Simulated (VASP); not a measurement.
# K3TaO3 (R3m) in VASP: notebook

K3TaO3 is run at these levels: PBE; tasks: single point.

All numbers are computed with VASP 6.6.1; they aren't measurements. Logs are shortened: lines on timing, memory, paths and dates and some standing lists are left out, and cuts for length are marked.

## Step 1: The cell of the first run

Symmetry: R3m, No. 160, trigonal system. The conventional cell has a = 7.939 Å, b = 7.939 Å, c = 10.227 Å, α = 90.00°, β = 90.00°, γ = 120.00°. K (site symmetry m) has 3 O at 2.64 to 2.70 Å within 3.5 Å. Within 2.5 Å of Ta (site symmetry 3m) lie 3 O at 1.85 Å. O (site symmetry m) has 1 Ta at 1.85 Å within 2.5 Å.

The cell was generated, and may not be a known phase.

## Step 2: Single point, PBE

Contents of INCAR:

```
SYSTEM = K3TaO3
ALGO = Normal
EDIFF = 1E-6
ENCUT = 700
GGA = PE
GGA_COMPAT = .FALSE.
ISIF = 2
ISMEAR = 0
LASPH = .TRUE.
LCHARG = .FALSE.
LREAL = .FALSE.
LWAVE = .FALSE.
NBANDS = 38
NELM = 120
PREC = Accurate
SIGMA = 0.15
```

Contents of KPOINTS:

```
k-points
0
G
  2 2 2
  0 0 0
```

Contents of POSCAR:

```
K3TaO3
1.0
    3.9693517610      2.2917063077      3.4090328528
   -3.9693517610      2.2917063077      3.4090328528
    0.0000000000     -4.5834126155      3.4090328528
K Ta O
3 1 3
Direct
    0.7540945865      0.2694422909      0.7540945865
    0.7540945865      0.7540945865      0.2694422909
    0.2694422909      0.7540945865      0.7540945865
    0.2968414266      0.2968414266      0.2968414266
    0.4638461298      1.0666156099      0.4638461298
    0.4638461298      0.4638461298      1.0666156099
    1.0666156099      0.4638461298      0.4638461298
```

Potentials or basis: VASP PAW PBE potentials, release 64 (K_sv, Ta_sv_GW, O).

Run with:

```console
> cat potpaw_PBE.64/K_sv/POTCAR potpaw_PBE.64/Ta_sv_GW/POTCAR potpaw_PBE.64/O/POTCAR > POTCAR
> mpirun -np 1 vasp_std > vasp.out
```

OUTCAR:

```text
SYSTEM = K3TaO3
   EDIFF = 1E-6
   ENCUT = 700
   GGA = PE
   ISIF = 2
   ISMEAR = 0
   LASPH = .TRUE.
   LREAL = .FALSE.
   NELM = 120
   PREC = Accurate

 ion  position               nearest neighbor table
   1  0.754  0.269  0.754-   7 2.64   6 2.64   5 2.70
   2  0.754  0.754  0.269-   5 2.64   7 2.64   6 2.70
   3  0.269  0.754  0.754-   5 2.64   6 2.64   7 2.70
   4  0.297  0.297  0.297-   5 1.85   7 1.85   6 1.85
   5  0.464  0.067  0.464-   4 1.85   2 2.64   3 2.64   1 2.70
   6  0.464  0.464  0.067-   4 1.85   3 2.64   1 2.64   2 2.70
   7  0.067  0.464  0.464-   4 1.85   2 2.64   1 2.64   3 2.70

  LATTYP: Found a trigonal (rhomboedric) cell.
 ALAT       =     5.7121953919
 COS(alpha) =     0.0342536809

  Lattice vectors:

 A1 = (   3.9693517610,   2.2917063077,   3.4090328528)
 A2 = (  -3.9693517610,   2.2917063077,   3.4090328528)
 A3 = (   0.0000000000,  -4.5834126155,   3.4090328528)

Analysis of symmetry for initial positions (statically):
=====================================================================
 Subroutine PRICEL returns:
 Original cell was already a primitive cell.

 Routine SETGRP: Setting up the symmetry group for a
 trigonal (rhombohedral) supercell.

 Subroutine GETGRP returns: Found  6 space group operations
 (whereof  6 operations were pure point group operations)
 out of a pool of 12 trial point group operations.

The static configuration has the point symmetry C_3v.

Analysis of symmetry for dynamics (positions and initial velocities):
=====================================================================
 Subroutine PRICEL returns:
 Original cell was already a primitive cell.

 Routine SETGRP: Setting up the symmetry group for a
 trigonal (rhombohedral) supercell.

 Subroutine GETGRP returns: Found  6 space group operations
 (whereof  6 operations were pure point group operations)
 out of a pool of 12 trial point group operations.

The dynamic configuration has the point symmetry C_3v.

 Subroutine INISYM returns: Found  6 space group operations
 (whereof  6 operations are pure point group operations),
 and found     1 'primitive' translations

----------------------------------------------------------------------------------------

                                     Primitive cell

  volume of cell :     186.0634

  direct lattice vectors                    reciprocal lattice vectors
     3.969351761  2.291706308  3.409032853     0.125965153  0.072726015  0.097779443
    -3.969351761  2.291706308  3.409032853    -0.125965153  0.072726015  0.097779443
     0.000000000 -4.583412616  3.409032853     0.000000000 -0.145452029  0.097779443

  length of vectors
     5.712195392  5.712195392  5.712195392     0.175262980  0.175262980  0.175262980

  position of ions in fractional coordinates (direct lattice)
     0.754094587  0.269442291  0.754094587
     0.754094587  0.754094587  0.269442291
     0.269442291  0.754094587  0.754094587
     0.296841427  0.296841427  0.296841427
     0.463846130  0.066615610  0.463846130
     0.463846130  0.463846130  0.066615610
     0.066615610  0.463846130  0.463846130

  ion indices of the primitive-cell ions
   primitive index   ion index
                 1           1
                 2           2
                 3           3
                 4           4
                 5           5
                 6           6
                 7           7

----------------------------------------------------------------------------------------

 KPOINTS: k-points

Automatic generation of k-mesh.
 Grid dimensions read from file:
 generate k-points for:    2    2    2

 Generating k-lattice:

  Cartesian coordinates                     Fractional coordinates (reciprocal lattice)
     0.062982576  0.036363007  0.048889721     0.500000000  0.000000000  0.000000000
    -0.062982576  0.036363007  0.048889721     0.000000000  0.500000000  0.000000000
     0.000000000 -0.072726015  0.048889721    -0.000000000 -0.000000000  0.500000000

  Length of vectors
     0.087631490  0.087631490  0.087631490

  Shift w.r.t. Gamma in fractional coordinates (k-lattice)
     0.000000000  0.000000000  0.000000000

 Subroutine IBZKPT returns following result:
 ===========================================

 Found      4 irreducible k-points:

 Following reciprocal coordinates:
            Coordinates               Weight
  0.000000  0.000000  0.000000      1.000000
  0.500000  0.000000  0.000000      3.000000
  0.500000  0.500000  0.000000      3.000000
  0.500000  0.500000  0.500000      1.000000
   k-points           NKPTS =      4   k-points in BZ     NKDIM =      4   number of bands    NBANDS=     38
   number of dos      NEDOS =    301   number of ions     NIONS =      7
   total plane-waves  NPLWV = 125000
   dimension x,y,z NGX =    50 NGY =   50 NGZ =   50
   dimension x,y,z NGXF=   100 NGYF=  100 NGZF=  100
   ions per type =               3   1   3
   NGX,Y,Z   is equivalent  to a cutoff of  14.55, 14.55, 14.55 a.u.
   NGXF,Y,Z  is equivalent  to a cutoff of  29.10, 29.10, 29.10 a.u.
 SYSTEM =  K3TaO3
   PREC   = accura    normal or accurate (medium, high low for compatibility)
   ISTART =      0    job   : 0-new  1-cont  2-samecut
   ICHARG =      2    charge: 1-file 2-atom 10-const
   ISPIN  =      1    spin polarized calculation?
   LNONCOLLINEAR =      F non collinear calculations
   LSORBIT =      F    spin-orbit coupling
   LASPH  =      T    aspherical Exc in radial PAW
   ENCUT  =  700.0 eV  51.45 Ry    7.17 a.u.  12.32 12.32 12.32*2*pi/ulx,y,z
   NELM   =    120;   NELMIN=  2; NELMDL= -5     # of ELM steps
   EDIFF  = 0.1E-05   stopping-criterion for ELM
   LREAL  =      F    real-space projection
[... 7 lines left out ...]
   TEBEG  =    0.0;   TEEND  =   0.0 temperature during run
   PSTRESS=    0.0 pullay stress
   NELECT =      58.0000    total number of electrons
   NUPDOWN=      -1.0000    fix difference up-down
   EMIN   =  10.00;   EMAX   =-10.00  energy-range for DOS
   EFERMI =   0.00;   METHOD = LEGACY
   ISMEAR =     0;   SIGMA  =   0.15  broadening in eV -4-tet -1-fermi 0-gaus
   EFERMI_NEDOS =   21; number of points for ismear=-14 and -15
   IALGO  =     38    algorithm
   IMIX   =      4    mixing-type and parameters
     AMIX     =   0.40;   BMIX     =  1.00
     AMIX_MAG =   1.60;   BMIX_MAG =  1.00
  volume/ion in A,a.u.               =      26.58       179.37
  Fermi-wavevector in a.u.,A,eV,Ry     =   1.110019  2.097632 16.764319  1.232143
  Thomas-Fermi vector in A             =   2.246566
   LORBIT       =      0    0 simple, 1 ext, 2 COOP (PROOUT), +10 PAW based schemes
   GGA     = PE    functional components
   LHFCALC =     F    Hartree Fock is set to
   AEXX    =    0.0000 exact exchange contribution
   IVDW    =     0    specifies the selected vdW correction
   LEPSILON=     F    determine dielectric tensor
   LRPA    =     F    only Hartree local field effects (RPA)
 non-spin polarized calculation
 Gauss-broadening in eV      SIGMA  =   0.15
  energy-cutoff  :      700.00
  volume of cell :      186.06
 maximum number of plane-waves:      7862
 NGX is ok and might be reduce to    50
   NGX = 25   NGY = 25   NGZ = 25

 number of electron      58.0000007 magnetization

 Free energy of the ion-electron system (eV)
  ---------------------------------------------------
  ext. energy  EPLUGINS =         0.00000000
  ---------------------------------------------------
  free energy    TOTEN  =       -44.79991288 eV

  energy without entropy =      -44.79991288  energy(sigma->0) =      -44.79991288

 E-fermi :   2.0405     XC(G=0):  -7.6405

 val. band max:        1.4352568265   @ k =   0.5000   0.5000   0.0000
 cond. band min:       2.6439177453   @ k =   0.5000   0.0000   0.0000
 fundamental gap:      1.2086609188
 Fermi energy:         2.0405040037

 k-point     1 :       0.0000    0.0000    0.0000
  band No.  band energies     occupation
      1     -66.6778      2.00000
      2     -33.4573      2.00000
      3     -33.4573      2.00000
      4     -33.0391      2.00000
      5     -29.3100      2.00000
      6     -29.2740      2.00000
      7     -29.2740      2.00000
      8     -16.7308      2.00000
      9     -16.2523      2.00000
     10     -16.2523      2.00000
     11     -13.0516      2.00000
     12     -12.9106      2.00000
     13     -12.9106      2.00000
     14     -12.7571      2.00000
     15     -12.7571      2.00000
     16     -12.7119      2.00000
     17     -12.6974      2.00000
     18     -12.5942      2.00000
     19     -12.5942      2.00000
     20      -3.2919      2.00000
     21      -3.2919      2.00000
     22      -3.2029      2.00000
     23      -2.6758      2.00000
     24      -2.6758      2.00000
     25      -1.8872      2.00000
     26      -1.5124      2.00000
     27      -1.5124      2.00000
     28      -1.2522      2.00000
     29       0.5314      2.00000
     30       2.7697      0.00000
     31       3.9864      0.00000
     32       3.9864      0.00000
     33       4.4700      0.00000
     34       5.2467      0.00000
     35       5.2467      0.00000
     36       5.9996      0.00000
     37       5.9996      0.00000
     38       6.0996      0.00000

 k-point     2 :       0.5000    0.0000    0.0000
  band No.  band energies     occupation
      1     -66.6778      2.00000
      2     -33.4575      2.00000
      3     -33.4573      2.00000
      4     -33.0392      2.00000
      5     -29.2988      2.00000
      6     -29.2847      2.00000
      7     -29.2739      2.00000
      8     -16.7882      2.00000
      9     -16.2526      2.00000
     10     -16.1864      2.00000
     11     -13.0076      2.00000
     12     -12.9518      2.00000
     13     -12.9120      2.00000
     14     -12.7757      2.00000
     15     -12.7430      2.00000
     16     -12.7219      2.00000
     17     -12.7057      2.00000
     18     -12.6116      2.00000
     19     -12.5716      2.00000
     20      -3.4056      2.00000
     21      -3.2347      2.00000
     22      -3.1540      2.00000
     23      -2.6180      2.00000
     24      -2.5857      2.00000
     25      -1.9786      2.00000
     26      -1.5975      2.00000
     27      -1.5369      2.00000
     28      -1.3617      2.00000
     29       1.2058      2.00000
     30       2.6439      0.00000
     31       3.9813      0.00000
     32       4.0648      0.00000
     33       4.4829      0.00000
     34       4.7520      0.00000
     35       5.2750      0.00000
     36       5.5032      0.00000
     37       6.3563      0.00000
     38       6.5374      0.00000

 k-point     3 :       0.5000    0.5000    0.0000
  band No.  band energies     occupation
      1     -66.6778      2.00000
      2     -33.4575      2.00000
      3     -33.4574      2.00000
      4     -33.0392      2.00000
      5     -29.2908      2.00000
      6     -29.2834      2.00000
      7     -29.2829      2.00000
      8     -16.7982      2.00000
      9     -16.2307      2.00000
     10     -16.1951      2.00000
     11     -13.0405      2.00000
     12     -12.9553      2.00000
     13     -12.8705      2.00000
     14     -12.7797      2.00000
     15     -12.7613      2.00000
     16     -12.7337      2.00000
     17     -12.6662      2.00000
     18     -12.6202      2.00000
     19     -12.5890      2.00000
     20      -3.3143      2.00000
     21      -3.2828      2.00000
     22      -3.1250      2.00000
     23      -2.6145      2.00000
     24      -2.4192      2.00000
     25      -2.0700      2.00000
     26      -1.7009      2.00000
     27      -1.6121      2.00000
     28      -1.4114      2.00000
     29       1.4353      2.00000
     30       3.2360      0.00000
     31       3.6658      0.00000
     32       3.6989      0.00000
     33       4.4703      0.00000
     34       5.0461      0.00000
     35       5.6170      0.00000
     36       6.0688      0.00000
     37       6.3777      0.00000
     38       6.4036      0.00000

 k-point     4 :       0.5000    0.5000    0.5000
  band No.  band energies     occupation
      1     -66.6778      2.00000
      2     -33.4575      2.00000
      3     -33.4575      2.00000
      4     -33.0392      2.00000
      5     -29.2902      2.00000
      6     -29.2834      2.00000
      7     -29.2834      2.00000
      8     -16.7628      2.00000
      9     -16.2310      2.00000
     10     -16.2310      2.00000
     11     -13.1293      2.00000
     12     -12.8708      2.00000
     13     -12.8708      2.00000
     14     -12.8118      2.00000
     15     -12.6998      2.00000
     16     -12.6998      2.00000
     17     -12.6573      2.00000
     18     -12.6573      2.00000
     19     -12.6355      2.00000
     20      -3.2162      2.00000
     21      -3.2162      2.00000
     22      -3.1039      2.00000
     23      -2.4558      2.00000
     24      -2.4558      2.00000
     25      -2.2213      2.00000
     26      -1.7887      2.00000
     27      -1.7887      2.00000
     28      -1.2962      2.00000
     29       1.4119      2.00000
     30       3.6328      0.00000
     31       3.8838      0.00000
     32       3.8838      0.00000
     33       4.6715      0.00000
     34       5.1142      0.00000
     35       5.1142      0.00000
     36       5.3712      0.00000
     37       6.5942      0.00000
     38       6.5942      0.00000

------------------------ aborting loop because EDIFF is reached ----------------------------------------

  FORCE on cell =-STRESS in cart. coord.  units (eV):
  Direction    XX          YY          ZZ          XY          YZ          ZX
  --------------------------------------------------------------------------------------
  -------------------------------------------------------------------------------------
  Total        1.0499594      1.0499594     -0.3251025      0.0000000      0.0000000     -0.0000000
  in kB        9.0411175      9.0411175     -2.7994322      0.0000000      0.0000000     -0.0000000
  external PRESSURE =       5.0942676 kB  Pullay stress =       0.0000000 kB

 VOLUME and BASIS-vectors are now :
 -----------------------------------------------------------------------------
  energy-cutoff  :      700.00
  volume of cell :      186.06
      direct lattice vectors                 reciprocal lattice vectors
     3.969351761  2.291706308  3.409032853     0.125965153  0.072726015  0.097779443
    -3.969351761  2.291706308  3.409032853    -0.125965153  0.072726015  0.097779443
     0.000000000 -4.583412616  3.409032853     0.000000000 -0.145452029  0.097779443

 POSITION                                       TOTAL-FORCE (eV/Angst)
 -----------------------------------------------------------------------------------
      1.92376     -1.11068      6.06000         0.075071     -0.043342     -0.001790
      0.00000      2.22136      6.06000        -0.000000      0.086684     -0.001790
     -1.92376     -1.11068      6.06000        -0.075071     -0.043342     -0.001790
      0.00000     -0.00000      3.03583        -0.000000      0.000000     -0.021785
      1.57675     -0.91034      3.38963         0.128636     -0.074268      0.009051
      0.00000      1.82067      3.38963        -0.000000      0.148537      0.009051
     -1.57675     -0.91034      3.38963        -0.128636     -0.074268      0.009051
 -----------------------------------------------------------------------------------
    total drift:                                0.000000      0.000000     -0.000315

  FREE ENERGIE OF THE ION-ELECTRON SYSTEM (eV)
  ---------------------------------------------------
  free  energy   TOTEN  =       -44.7999128831 eV

  energy  without entropy=      -44.7999128772  energy(sigma->0) =      -44.79991288
```

Wall time 1.7 min (1 thread of Intel Xeon Platinum 8259CL at 2.50GHz (Skylake/Cascade Lake), shared host); peak memory 0.36 GiB.

What came out:

| Item | Value |
| --- | --- |
| Free energy | -44.7999 eV |
| Pressure | 0.5 GPa |
| Largest force | 0.149 eV/Å |
| Band gap on the k mesh | 1.21 eV (least direct gap 1.44 eV) |

Forces in eV/Å, atoms in the order of the input:
```
K    0.075 -0.043 -0.002
K    0.000  0.087 -0.002
K   -0.075 -0.043 -0.002
Ta   0.000  0.000 -0.022
O    0.129 -0.074  0.009
O    0.000  0.149  0.009
O   -0.129 -0.074  0.009
```

Stress tensor (GPa, compression positive):
```
 0.90  0.00  0.00
 0.00  0.90  0.00
 0.00  0.00 -0.28
```

Levels at points of the mesh, in eV from the valence-band top:
```
           k point  band 25  band 26  band 27  band 28  band 29  band 30  band 31  band 32  band 33  band 34
(0.00, 0.00, 0.00)    -3.32    -2.95    -2.95    -2.69    -0.90     1.33     2.55     2.55     3.03     3.81
(0.50, 0.00, 0.00)    -3.41    -3.03    -2.97    -2.80    -0.23     1.21     2.55     2.63     3.05     3.32
(0.50, 0.50, 0.00)    -3.51    -3.14    -3.05    -2.85     0.00     1.80     2.23     2.26     3.04     3.61
(0.50, 0.50, 0.50)    -3.66    -3.22    -3.22    -2.73    -0.02     2.20     2.45     2.45     3.24     3.68
```

Caveat: the k points lie up to 0.55 Å⁻¹ apart; spin-orbit coupling is left out, which moves the levels of the heavy elements. A k mesh can miss the band edges.

## Step 3: Single point, PBE

This run uses another cell than the first one, of 26.51 Å³/atom.

Changes to INCAR since step 2:

```diff
@@ -15,2 +15,2 @@
 PREC = Accurate
-SIGMA = 0.15
+SIGMA = 0.02
```

Contents of KPOINTS:

```
k-points
0
G
  6 6 6
  0 0 0
```

Contents of POSCAR:

```
K3TaO3
1.0
    4.0278754236      2.3254949600      3.3018671296
   -4.0278754236      2.3254949600      3.3018671296
    0.0000000000     -4.6509899201      3.3018671296
K Ta O
3 1 3
Direct
    0.7600077381      0.2704278732      0.7600077381
    0.7600077381      0.7600077381      0.2704278732
    0.2704278732      0.7600077381      0.7600077381
    0.2940988483      0.2940988483      0.2940988483
    0.4589325257      0.0663735109      0.4589325257
    0.4589325257      0.4589325257      0.0663735109
    0.0663735109      0.4589325257      0.4589325257
```

Potentials or basis: VASP PAW PBE potentials, release 64 (K_sv, Ta_sv_GW, O).

Run with:

```console
> cat potpaw_PBE.64/K_sv/POTCAR potpaw_PBE.64/Ta_sv_GW/POTCAR potpaw_PBE.64/O/POTCAR > POTCAR
> mpirun -np 1 vasp_std > vasp.out
```

Wall time 7.9 min (1 thread of Intel Xeon Platinum 8259CL at 2.50GHz (Skylake/Cascade Lake), shared host); peak memory 0.58 GiB.

Results (log left out):

```yaml
Free_energy: -44.8547 eV
Pressure: 0.1 GPa
Largest_force: 0.097 eV/Å
Band_gap_on_the_k_mesh: 1.19 eV (least direct gap 1.42 eV)
```

Forces in eV/Å, atoms in the order of the input:
```
K    0.007 -0.004  0.005
K    0.000  0.008  0.005
K   -0.007 -0.004  0.005
Ta   0.000  0.000 -0.062
O    0.083 -0.048  0.016
O    0.000  0.096  0.016
O   -0.083 -0.048  0.016
```

Stress tensor (GPa, compression positive):
```
 0.22  0.00  0.00
 0.00  0.22  0.00
 0.00  0.00 -0.04
```

Levels at points of the mesh, in eV from the valence-band top:
| k point | band 25 | band 26 | band 27 | band 28 | band 29 | band 30 | band 31 | band 32 | band 33 | band 34 |
| --- | --- | --- | --- | --- | --- | --- | --- | --- | --- | --- |
| (0.00, 0.00, 0.00) | -3.18 | -2.88 | -2.88 | -2.62 | -0.90 | 1.31 | 2.65 | 2.65 | 3.08 | 3.82 |
| (0.50, 0.00, 0.00) | -3.31 | -2.94 | -2.88 | -2.73 | -0.24 | 1.19 | 2.58 | 2.68 | 3.12 | 3.37 |
| (0.50, 0.50, 0.00) | -3.41 | -3.06 | -2.96 | -2.76 | -0.02 | 1.84 | 2.25 | 2.33 | 3.05 | 3.60 |
| (0.50, 0.50, 0.50) | -3.55 | -3.16 | -3.16 | -2.63 | -0.05 | 2.25 | 2.49 | 2.49 | 3.33 | 3.64 |

Caveat: spin-orbit coupling is left out, which moves the levels of the heavy elements. A k mesh can miss the band edges.
